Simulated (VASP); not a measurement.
# BaTe (CsCl type) (Pm-3m) in VASP: notebook

The runs below take BaTe (CsCl type) through electric field gradients, with PBE.

Program: VASP 6.6.1. These are calculated values, not measurements. Logs are shortened: lines on timing, memory, paths and dates and some standing lists are left out, and cuts for length are marked.

### Step 1. The cell of the first run

It takes space group Pm-3m (No. 221, cubic). Conventional cell: a = 4.242 Å, b = 4.242 Å, c = 4.242 Å, α = 90.00°, β = 90.00°, γ = 90.00°. Within 4.8 Å of Ba (site symmetry m-3m) lie 8 Te at 3.67 Å and 6 Ba at 4.24 Å. Te (site symmetry m-3m) has 8 Ba at 3.67 Å and 6 Te at 4.24 Å within 4.8 Å.

### Step 2. Electric field gradients, PBE

Input file INCAR:

```
SYSTEM = BaTe
  PREC = Accurate
  ENCUT = 520
  EDIFF = 1E-8
  ISMEAR = -1
  SIGMA = 0.05
  LREAL = .False.
  LASPH = .True.
  NELM = 100
  ALGO = Normal
  ISIF = 2
  LWAVE = .False.
  LCHARG = .False.
  GGA = PE
  LEFG = .True.
  NBANDS = 15
```

Input file KPOINTS:

```
regular mesh
0
Gamma
  9 9 9
  0 0 0
```

Input file POSCAR:

```
BaTe
1.0
    4.2423568297      0.0000000000      0.0000000000
    0.0000000000      4.2423568297      0.0000000000
    0.0000000000      0.0000000000      4.2423568297
Ba Te
1 1
Direct
    0.0000000000      0.0000000000      0.0000000000
    0.5000000000      0.5000000000      0.5000000000
```

Potentials or basis: VASP PAW PBE potentials, release 64 (Ba_sv, Te).

Started as:

```
cat potpaw_PBE.64/Ba_sv/POTCAR potpaw_PBE.64/Te/POTCAR > POTCAR
mpirun -np 1 vasp_std > vasp.out
```

OUTCAR:

```text
SYSTEM = BaTe
   PREC = Accurate
   ENCUT = 520
   EDIFF = 1E-8
   ISMEAR = -1
   LREAL = .False.
   LASPH = .True.
   NELM = 100
   ISIF = 2
   GGA = PE

 ion  position               nearest neighbor table
   1  0.000  0.000  0.000-   2 3.67   2 3.67   2 3.67   2 3.67   2 3.67   2 3.67   2 3.67   2 3.67

   2  0.500  0.500  0.500-   1 3.67   1 3.67   1 3.67   1 3.67   1 3.67   1 3.67   1 3.67   1 3.67

  LATTYP: Found a simple cubic cell.
 ALAT       =     4.2423568297

  Lattice vectors:

 A1 = (   4.2423568297,   0.0000000000,   0.0000000000)
 A2 = (   0.0000000000,   4.2423568297,   0.0000000000)
 A3 = (   0.0000000000,   0.0000000000,   4.2423568297)

Analysis of symmetry for initial positions (statically):
=====================================================================
 Subroutine PRICEL returns:
 Original cell was already a primitive cell.

 Routine SETGRP: Setting up the symmetry group for a
 simple cubic supercell.

 Subroutine GETGRP returns: Found 48 space group operations
 (whereof 48 operations were pure point group operations)
 out of a pool of 48 trial point group operations.

The static configuration has the point symmetry O_h .

Analysis of symmetry for dynamics (positions and initial velocities):
=====================================================================
 Subroutine PRICEL returns:
 Original cell was already a primitive cell.

 Routine SETGRP: Setting up the symmetry group for a
 simple cubic supercell.

 Subroutine GETGRP returns: Found 48 space group operations
 (whereof 48 operations were pure point group operations)
 out of a pool of 48 trial point group operations.

The dynamic configuration has the point symmetry O_h .

 Subroutine INISYM returns: Found 48 space group operations
 (whereof 48 operations are pure point group operations),
 and found     1 'primitive' translations

----------------------------------------------------------------------------------------

                                     Primitive cell

  volume of cell :      76.3522

  direct lattice vectors                    reciprocal lattice vectors
     4.242356830  0.000000000  0.000000000     0.235718031  0.000000000  0.000000000
     0.000000000  4.242356830  0.000000000     0.000000000  0.235718031  0.000000000
     0.000000000  0.000000000  4.242356830     0.000000000  0.000000000  0.235718031

  length of vectors
[... 138 lines left out ...]
  band No.  band energies     occupation
      1     -24.1877      2.00000
      2      -9.2198      2.00000
      3      -9.2198      2.00000
      4      -9.2198      2.00000
      5      -6.4996      2.00000
      6       3.5389      2.00000
      7       3.5389      2.00000
      8       3.5389      2.00000
      9       4.6709      0.00091
     10       4.6709      0.00091
     11       6.3572      0.00000
     12       8.4833      0.00000
     13       8.4833      0.00000
     14       8.4833      0.00000
[... 401 lines left out ...]
      2      -9.6156      2.00000
      3      -9.4807      2.00000
      4      -9.1866      2.00000
      5      -5.8491      2.00000
      6       1.4363      2.00000
      7       1.9384      2.00000
      8       3.2368      2.00000
      9       5.5967      0.00000
     10       6.8409      0.00000
     11       7.0918      0.00000
     12       8.0903      0.00000
     13       9.1145      0.00000
     14      10.2581      0.00000
     15      11.7493      0.00000

 [... further k-points ...]

------------------------ aborting loop because EDIFF is reached ----------------------------------------

  FORCE on cell =-STRESS in cart. coord.  units (eV):
  Direction    XX          YY          ZZ          XY          YZ          ZX
  --------------------------------------------------------------------------------------
  -------------------------------------------------------------------------------------
  Total        0.2370649      0.2370649      0.2370649     -0.0000000     -0.0000000      0.0000000
  in kB        4.9745776      4.9745776      4.9745776     -0.0000000     -0.0000000      0.0000000
  external PRESSURE =       4.9745776 kB  Pullay stress =       0.0000000 kB

 VOLUME and BASIS-vectors are now :
 -----------------------------------------------------------------------------
  energy-cutoff  :      520.00
  volume of cell :       76.35
      direct lattice vectors                 reciprocal lattice vectors
     4.242356830  0.000000000  0.000000000     0.235718031  0.000000000  0.000000000
     0.000000000  4.242356830  0.000000000     0.000000000  0.235718031  0.000000000
     0.000000000  0.000000000  4.242356830     0.000000000  0.000000000  0.235718031

 POSITION                                       TOTAL-FORCE (eV/Angst)
 -----------------------------------------------------------------------------------
      0.00000      0.00000      0.00000         0.000000      0.000000      0.000000
      2.12118      2.12118      2.12118         0.000000      0.000000      0.000000
 -----------------------------------------------------------------------------------
    total drift:                                0.000000      0.000000     -0.000000

  FREE ENERGIE OF THE ION-ELECTRON SYSTEM (eV)
  ---------------------------------------------------
  free  energy   TOTEN  =        -8.2913553176 eV

  energy  without entropy=       -8.2913510574  energy(sigma->0) =       -8.29135319

 Electric field gradients (V/A^2)
---------------------------------------------------------------------
 ion       V_xx      V_yy      V_zz      V_xy      V_xz      V_yz
---------------------------------------------------------------------
   1       0.000    -0.000     0.000     0.000    -0.000     0.000
   2      -0.000    -0.000    -0.000     0.000    -0.000    -0.000
---------------------------------------------------------------------

 Electric field gradients after diagonalization (V/A^2)
 (convention: |V_zz| > |V_xx| > |V_yy|)
----------------------------------------------------------------------
 ion       V_xx      V_yy      V_zz     asymmetry (V_yy - V_xx)/ V_zz
----------------------------------------------------------------------
   1      -0.000     0.000     0.000       0.659
   2      -0.000    -0.000    -0.000      -0.542
----------------------------------------------------------------------

           NMR quadrupolar parameters

 Cq : quadrupolar parameter    Cq=e*Q*V_zz/h
 eta: asymmetry parameters     (V_yy - V_xx)/ V_zz
 Q  : nuclear electric quadrupole moment in mb (millibarn)
----------------------------------------------------------------------
 ion       Cq(MHz)       eta       Q (mb)
----------------------------------------------------------------------
   1       0.000       0.659       1.000
   2      -0.000      -0.542       1.000
----------------------------------------------------------------------
```

OSZICAR:

```text
N       E                     dE             d eps       ncg     rms          rms(c)
DAV:   1     0.806865581557E+02    0.80687E+02   -0.64617E+03  1050   0.908E+02
DAV:   2    -0.373081212522E+01   -0.84417E+02   -0.78432E+02  1422   0.156E+02
DAV:   3    -0.828692447440E+01   -0.45561E+01   -0.45254E+01  1456   0.386E+01
DAV:   4    -0.838771096186E+01   -0.10079E+00   -0.10077E+00  1364   0.580E+00
DAV:   5    -0.838975771665E+01   -0.20468E-02   -0.20467E-02  1463   0.710E-01    0.368E+00
DAV:   6    -0.828997550820E+01    0.99782E-01   -0.89634E-02  1261   0.183E+00    0.234E+00
DAV:   7    -0.828728121085E+01    0.26943E-02   -0.92616E-02  1358   0.193E+00    0.744E-01
DAV:   8    -0.829121505758E+01   -0.39338E-02   -0.18100E-02  1078   0.821E-01    0.206E-01
DAV:   9    -0.829117631950E+01    0.38738E-04   -0.79509E-04  1379   0.176E-01    0.100E-01
DAV:  10    -0.829135465510E+01   -0.17834E-03   -0.42515E-04  1120   0.156E-01    0.299E-02
DAV:  11    -0.829135754617E+01   -0.28911E-05   -0.38016E-05  1414   0.346E-02    0.298E-02
DAV:  12    -0.829135786709E+01   -0.32093E-06   -0.20615E-06  1162   0.744E-03    0.362E-02
DAV:  13    -0.829135597115E+01    0.18959E-05   -0.45591E-06  1274   0.148E-02    0.116E-02
DAV:  14    -0.829135543397E+01    0.53718E-06   -0.49389E-07  1323   0.425E-03    0.436E-03
DAV:  15    -0.829135539343E+01    0.40548E-07   -0.75267E-09   986   0.616E-04    0.362E-03
DAV:  16    -0.829135531403E+01    0.79396E-07   -0.59467E-08  1092   0.182E-03    0.603E-04
DAV:  17    -0.829135531764E+01   -0.36108E-08   -0.36087E-09   623   0.347E-04
   1 F= -.82913553E+01 E0= -.82913532E+01  d E =-.426022E-05
```

stdout:

```text
POSCAR found type information on POSCAR BaTe
 POSCAR found :  2 types and       2 ions
 scaLAPACK will be used
 LDA part: xc-table for (Slater+PW92), standard interpolation
 POSCAR, INCAR and KPOINTS ok, starting setup
 FFT: planning ... GRIDC
 FFT: planning ... GRID_SOFT
 FFT: planning ... GRID
 WAVECAR not read
 entering main loop
ion   1

ion   2
```

Run time: 34 s. Hardware: 1 thread of Intel Xeon Platinum 8259CL at 2.50GHz (Skylake/Cascade Lake), shared host; peak memory 0.2 GiB.

What came out:

```
Free energy                             : -8.2914 eV
Pressure                                : 0.5 GPa
Band gap on the k mesh                  : 0.83 eV (least direct gap 1.13 eV)
Largest electric field gradient by atom : zero within the noise of the run
```

Caveat: spin-orbit coupling is left out, which moves the levels of the heavy elements; an odd mesh through Γ misses points on the zone boundary, where band edges can lie.

### Step 3. Electric field gradients, PBE (38.94 Å³/atom)

This run uses another cell than the first one, of 38.94 Å³/atom.

Input file INCAR:

```
  PREC = Accurate
  ENCUT = 520
  EDIFF = 1E-8
  ISMEAR = -1
  SIGMA = 0.05
  LREAL = F
  LASPH = T
  NELM = 60
  ALGO = Normal
  ISIF = 2
  LWAVE = F
  LCHARG = F
  GGA = PE
  LEFG = T
  NBANDS = 15
```

Input file KPOINTS:

```
regular mesh
0
Gamma
  9 9 9
```

Input file POSCAR:

```
BaTe
1.0
    4.2704527269      0.0000000000      0.0000000000
    0.0000000000      4.2704527269      0.0000000000
    0.0000000000      0.0000000000      4.2704527269
Ba Te
1 1
Direct
    0.0000000000      0.0000000000      0.0000000000
    0.5000000000      0.5000000000      0.5000000000
```

Potentials or basis: VASP PAW PBE potentials, release 64 (Ba_sv, Te).

Started as:

```
cat potpaw_PBE.64/Ba_sv/POTCAR potpaw_PBE.64/Te/POTCAR > POTCAR
mpirun -np 1 vasp_std > vasp.out
```

OUTCAR:

```text
PREC = Accurate
   ENCUT = 520
   EDIFF = 1E-8
   ISMEAR = -1
   LREAL = F
   LASPH = T
   NELM = 60
   ISIF = 2
   GGA = PE

 ion  position               nearest neighbor table
   1  0.000  0.000  0.000-   2 3.70   2 3.70   2 3.70   2 3.70   2 3.70   2 3.70   2 3.70   2 3.70

   2  0.500  0.500  0.500-   1 3.70   1 3.70   1 3.70   1 3.70   1 3.70   1 3.70   1 3.70   1 3.70

  LATTYP: Found a simple cubic cell.
 ALAT       =     4.2704527269

  Lattice vectors:

 A1 = (   4.2704527269,   0.0000000000,   0.0000000000)
 A2 = (   0.0000000000,   4.2704527269,   0.0000000000)
 A3 = (   0.0000000000,   0.0000000000,   4.2704527269)

[... 643 lines left out ...]
  free  energy   TOTEN  =        -8.2930200482 eV

  energy  without entropy=       -8.2930171058  energy(sigma->0) =       -8.29301858

 Electric field gradients (V/A^2)
---------------------------------------------------------------------
 ion       V_xx      V_yy      V_zz      V_xy      V_xz      V_yz
---------------------------------------------------------------------
   1       0.000     0.000    -0.000    -0.000    -0.000    -0.000
   2      -0.000    -0.000    -0.000     0.000    -0.000     0.000
---------------------------------------------------------------------

 Electric field gradients after diagonalization (V/A^2)
 (convention: |V_zz| > |V_xx| > |V_yy|)
----------------------------------------------------------------------
 ion       V_xx      V_yy      V_zz     asymmetry (V_yy - V_xx)/ V_zz
----------------------------------------------------------------------
   1       0.000     0.000    -0.000       0.331
   2      -0.000    -0.000    -0.000      -0.085
----------------------------------------------------------------------

           NMR quadrupolar parameters

 Cq : quadrupolar parameter    Cq=e*Q*V_zz/h
 eta: asymmetry parameters     (V_yy - V_xx)/ V_zz
 Q  : nuclear electric quadrupole moment in mb (millibarn)
----------------------------------------------------------------------
 ion       Cq(MHz)       eta       Q (mb)
----------------------------------------------------------------------
   1      -0.000       0.331       1.000
   2      -0.000      -0.085       1.000
----------------------------------------------------------------------
```

stdout:

```text
POSCAR found type information on POSCAR BaTe
 POSCAR found :  2 types and       2 ions
 scaLAPACK will be used
 LDA part: xc-table for (Slater+PW92), standard interpolation
 POSCAR, INCAR and KPOINTS ok, starting setup
 FFT: planning ... GRIDC
 FFT: planning ... GRID_SOFT
 FFT: planning ... GRID
 WAVECAR not read
 entering main loop
ion   1

ion   2
```

Wall time 37 s (1 thread of Intel Xeon Platinum 8259CL at 2.50GHz (Skylake/Cascade Lake), shared host); peak memory 0.2 GiB.

Results:

* Free energy: -8.2930 eV
* Pressure: -0.1 GPa
* Band gap on the k mesh: 0.87 eV (least direct gap 1.18 eV)
* Largest electric field gradient by atom: zero within the noise of the run

Caveat: spin-orbit coupling is left out, which moves the levels of the heavy elements; an odd mesh through Γ misses points on the zone boundary, where band edges can lie.

[end of part 1 of 2]
